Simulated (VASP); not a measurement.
A run of VASP 6.6.1 is set up as follows.

Contents of INCAR:

```
ALGO = Normal
EDIFF = 1E-6
ENCUT = 500
GGA = PE
GGA_COMPAT = F
ISIF = 2
ISMEAR = 0
LASPH = T
LCHARG = F
LMAXMIX = 6
LREAL = F
LWAVE = F
NBANDS = 29
NELM = 200
PREC = Accurate
SIGMA = 0.1
```

The input KPOINTS:

```
k-points
0
Gamma
  10 10 4
```

File POSCAR:

```
NdHf
1.0
    3.3583731888      0.0000000000      0.0000000000
    0.0000000000      3.3583731888      0.0000000000
    0.0000000000      0.0000000000     10.5594494778
Nd Hf
2 2
Direct
    0.0000000000      0.5000000000      0.1549733820
    0.5000000000      0.0000000000      0.8450266180
    0.0000000000      0.5000000000      0.5965959043
    0.5000000000      0.0000000000      0.4034040957
```

Potentials or basis: VASP PAW PBE potentials, release 64 (Nd_3, Hf_pv), 4f in core.

Run with:

```bash
$ cat potpaw_PBE.64/Nd_3/POTCAR potpaw_PBE.64/Hf_pv/POTCAR > POTCAR
$ mpirun -np 1 vasp_std > vasp.out
```

Estimate the band gap on the k mesh.

zero (bands 21 and 22 overlap by 1.21 eV).

Estimate the pressure.

-2.7 GPa.

What does it give for the largest force?

0.079 eV/Å.

Forces in eV/Å, atoms in the order of the input:
```
Nd   0.000  0.000 -0.028
Nd   0.000  0.000  0.028
Hf   0.000  0.000 -0.079
Hf   0.000  0.000  0.079
```

Caveat: spin-orbit coupling is left out, which moves the levels of the heavy elements; the 4f electrons are frozen in the core, so they carry no moment and show no levels. Spin polarisation is off, so any magnetic state and its effect on volume and gap are missing.
